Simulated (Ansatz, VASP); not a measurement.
# NaB: VASP beside Ansatz

```xyz
2
Lattice="0.0000 2.6839 2.6839 2.6839 0.0000 2.6839 2.6839 2.6839 0.0000" Properties=species:S:1:pos:R:3 pbc="T T T"
Na    0.0000    0.0000    0.0000
B     2.6839    2.6839    2.6839
```

Alike in both runs: task single point; functional PBE; k mesh 2 × 2 × 2; occupations gaussian, width 0.1 eV; collinear spin.

```csv
,VASP,Ansatz
version,VASP 6.6.1,Ansatz 0.2.0
potentials or method,"VASP PAW PBE potentials, release 64 (Na_pv, B), cutoff 500 eV","scalar-relativistic, plane waves, PAW"
valence electrons in the cell,10,12
```

|  | VASP | Ansatz | Ansatz less VASP |
| --- | --- | --- | --- |
| gap on the k mesh at the Fermi level (eV) | none | none | - |
| pressure (GPa) | -3.0 | -3.0 | +0.01 |
| net moment per atom (μB) | 0.12 | 0.12 | 0.000 |
| size of the moment on the site where the two differ most (μB) | 0.12 | 0.17 | +0.054 |

Site moments also hang on the region over which each program counts them. A gap of «none» marks a metal or a gap that the smearing closes. The functional is the same, so the differences come from potentials, cutoffs and numerics. VASP's potentials hold 10 valence electrons a cell and Ansatz's 12, so a difference there can come from the potentials and not from the codes.

The k mesh is coarse, so the values compare programs but aren't converged.
